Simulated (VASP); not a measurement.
Set up this calculation in VASP 6.6.1, as the native input.

```
Task                   : single point
Functional             : PBE
Dispersion             : D3(BJ)
Potentials or basis    : VASP PAW PBE potentials, release 64 (Sb, In_d, Cl)
Cutoff                 : 520 eV
k mesh                 : 6 × 6 × 1
Occupations            : gaussian, width 0.1 eV
Spin                   : no spin polarisation
Dipole correction      : yes
Further INCAR settings : ALGO = Normal; EDIFF = 1e-07; NBANDS = 30
```

The structure of In2Sb2Cl lies in POSCAR:

```
In2Sb2Cl
1.0
    4.6293886023      0.0000000000      0.0000000000
   -2.3146943012      4.0091681336      0.0000000000
    0.0000000000      0.0000000000     22.0151773295
Sb In Cl
2 2 1
Direct
    0.0000000000      0.0000000000      0.1816928358
    0.3333333333      0.6666666667      0.3609342971
    0.3333333333      0.6666666667      0.2246164052
    0.6666666667      0.3333333333      0.3958713209
    0.6666666667      0.5555555556      0.5457679105
```

The input as run:

INCAR

```
SYSTEM = In2Sb2Cl
PREC = Accurate ; ENCUT = 520
EDIFF = 1E-7 ; ISMEAR = 0
SIGMA = 0.1 ; LREAL = .False.
LASPH = .True. ; NELM = 100
ALGO = Normal ; ISIF = 2
LWAVE = .False. ; LCHARG = .False.
LDIPOL = .True. ; IDIPOL = 3
DIPOL = 0.5 0.5 0.342 ; GGA = PE
IVDW = 12 ; NBANDS = 30
```

KPOINTS

```
Automatic mesh
0
Gamma
  6 6 1
  0 0 0
```

Potentials or basis: VASP PAW PBE potentials, release 64 (Sb, In_d, Cl).

Run with:

```bash
$ cat potpaw_PBE.64/Sb/POTCAR potpaw_PBE.64/In_d/POTCAR potpaw_PBE.64/Cl/POTCAR > POTCAR
$ mpirun -np 1 vasp_std > vasp.out
```

Results of the run:

The largest force is 1.277 eV/Å, the band gap on the k mesh is zero (an odd number of electrons rules out a gap without spin polarisation) and the dispersion energy per atom is -0.199 eV.

Caveat: spin-orbit coupling is left out, which moves the levels of the heavy elements; an odd number of electrons without spin polarisation forces a metal; a magnetic or distorted state may lie lower.

Wall time 16 min on 1 thread of Oxide Virtual Turin-like Processor, with other jobs on the host, peak memory 0.61 GiB.
